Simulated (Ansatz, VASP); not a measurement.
# Ga3As2N in VASP and in Ansatz

```
Ga As N
1.0
    -1.88504    1.88504    7.99754
     1.88504   -1.88504    7.99754
     1.88504    1.88504   -7.99754
Ga As N
3 2 1
Direct
  0.00000 0.00000 0.00000
  0.66667 0.66667 0.00000
  0.33333 0.33333 0.00000
  0.83333 0.83333 0.00000
  0.16667 0.16667 0.00000
  0.50000 0.50000 0.00000
```

Alike in both runs: task single point; functional PBE; k mesh 6 × 6 × 6; occupations gaussian, width 0.1 eV; no spin polarisation.

```csv
,VASP,Ansatz
version,VASP 6.6.1,Ansatz 0.2.0
potentials or method,"VASP PAW PBE potentials, release 64 (Ga_d, As, N), cutoff 520 eV","scalar-relativistic, plane waves, PAW"
valence electrons in the cell,54,74
```

```csv
,VASP,Ansatz,Ansatz less VASP
gap on the k mesh at the Fermi level (eV),none,none,-
pressure (GPa),-7.3,-7.5,-0.15
rms of the force components (eV/Å),0.415,0.413,-0.0019
```

Atom by atom the forces differ by 0.002 eV/Å (rms over components). A gap of «none» marks a metal or a gap that the smearing closes. VASP's potentials hold 54 valence electrons a cell and Ansatz's 74, so a difference there can come from the potentials and not from the codes.

The k mesh is coarse, so the values compare programs but aren't converged.
